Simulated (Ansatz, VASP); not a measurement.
## Two plane-wave programs on RePb

```
Re Pb
1.0
     0.00000    3.64919    3.64919
     3.64919    0.00000    3.64919
     3.64919    3.64919    0.00000
Re Pb
2 2
Direct
  0.50000 0.50000 0.50000
  0.75000 0.75000 0.75000
  0.00000 0.00000 0.00000
  0.25000 0.25000 0.25000
```

Alike in both runs: task relaxation of cell and atoms; functional PBE; k mesh 4 × 4 × 4; occupations gaussian, width 0.1 eV; no spin polarisation.

|  | VASP | Ansatz |
| --- | --- | --- |
| version | VASP 6.6.1 | Ansatz 0.2.0 |
| potentials or method | VASP PAW PBE potentials, release 64 (Re_sv_GW, Pb_d), cutoff 560 eV | scalar-relativistic, plane waves, PAW |
| valence electrons in the cell | 58 | 58 |

```csv
,VASP,Ansatz,Ansatz less VASP
"gap on the k mesh at the Fermi level, each at its own relaxed structure (eV)",none,none,-
relaxed volume (Å³/atom),20.01,20.05,+0.046
relaxed length of the cell vector where the two differ most in proportion (Å),4.837,4.841,+0.0037
```

A gap of «none» marks a metal or a gap that the smearing closes.

The k mesh is coarse, so the values compare programs but aren't converged. Spin-orbit coupling is off throughout. Noted on VASP's run: the volume moved by over 15 % at a fixed basis, so the end points are rough.
